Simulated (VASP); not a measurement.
A run of VASP 6.6.1 is set up as follows.

The input INCAR:

```
  ALGO = Normal
  EDIFF = 1E-6
  ENCUT = 520
  GGA = PE
  ISIF = 2
  ISMEAR = -1
  IVDW = 12
  LASPH = T
  LCHARG = F
  LREAL = F
  LWAVE = F
  NBANDS = 12
  NELM = 80
  PREC = Accurate
  SIGMA = 0.15
```

KPOINTS

```
k-points
0
Gamma
  7 4 5
```

File POSCAR:

```
Be
1.0
    2.1680000000      0.0000000000      0.0000000000
    0.0000000000      3.7550000000      0.0000000000
    0.0000000000      0.0000000000      3.4160000000
Be
4
Direct
    0.6344800000      0.8303600000      0.7214500000
    0.3639700000      0.1705400000      0.6803800000
    0.1027249077      0.6879900000      0.2827800000
    0.8273100000      0.3230700000      0.3029100000
```

Potentials or basis: VASP PAW PBE potentials, release 64 (Be).

Command:

```console
$ cat potpaw_PBE.64/Be/POTCAR > POTCAR
$ mpirun -np 1 vasp_std > vasp.out
```

(1) Estimate the pressure.

(2) Estimate the dispersion energy per atom.

(3) Predict the band gap on the k mesh.

(4) Estimate the largest force.

Answers

(1) 61.4 GPa.

(2) -0.406 eV.

(3) zero (bands 4 and 5 overlap by 0.88 eV).

(4) 11.675 eV/Å.

Caveat: the k points lie up to 0.42 Å⁻¹ apart, too coarse for converged energies and pressures of a metal; three body term missing; forces of over 1 eV/Å act on the atoms, so gaps and moduli don't describe the material at rest.
